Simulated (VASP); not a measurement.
Al4Ga3, 7 atoms in the cell. The structure is trigonal, space group R-3m (No. 166). Conventional cell: a = 2.913 Å, b = 2.913 Å, c = 49.907 Å, α = 90.00°, β = 90.00°, γ = 120.00°. Al (site symmetry 3m) has 9 Al at 2.84 to 2.91 Å and 3 Ga at 2.90 Å within 3.7 Å. Within 3.7 Å of Al (site symmetry 3m) lie 12 Al at 2.84 to 2.91 Å. Within 3.8 Å of Ga (site symmetry 3m) lie 3 Al at 2.90 Å and 9 Ga at 2.91 to 3.02 Å. Within 3.8 Å of Ga (site symmetry -3m) lie 12 Ga at 2.91 to 3.02 Å. 

- Program: VASP 6.6.1
- Task: single point
- Functional: PBE
- Potentials or basis: VASP PAW PBE potentials, release 64 (Al, Ga_d)
- Cutoff: 520 eV
- k mesh: 12 × 12 × 12
- Occupations: gaussian, width 0.1 eV
- Spin: no spin polarisation
- Dipole correction: no
- Further INCAR settings: ALGO = Fast; EDIFF = 1e-06; NBANDS = 34

Potentials or basis: VASP PAW PBE potentials, release 64 (Al, Ga_d).

The run is started by

```bash
$ cat potpaw_PBE.64/Al/POTCAR potpaw_PBE.64/Ga_d/POTCAR > POTCAR
$ mpirun -np 1 vasp_std > vasp.out
```

Hardware: 1 × NVIDIA H100 80GB with 1 thread of AMD EPYC 7R13 Processor (Zen 3) (shared host).

Problem. Estimate the wall time of this run.

Solution. Run time: 13 min on 1 × NVIDIA H100 80GB with 1 thread of AMD EPYC 7R13 Processor (Zen 3), on a shared host, peak memory 3.4 GiB. Counts: scf iterations 16, k points 189.
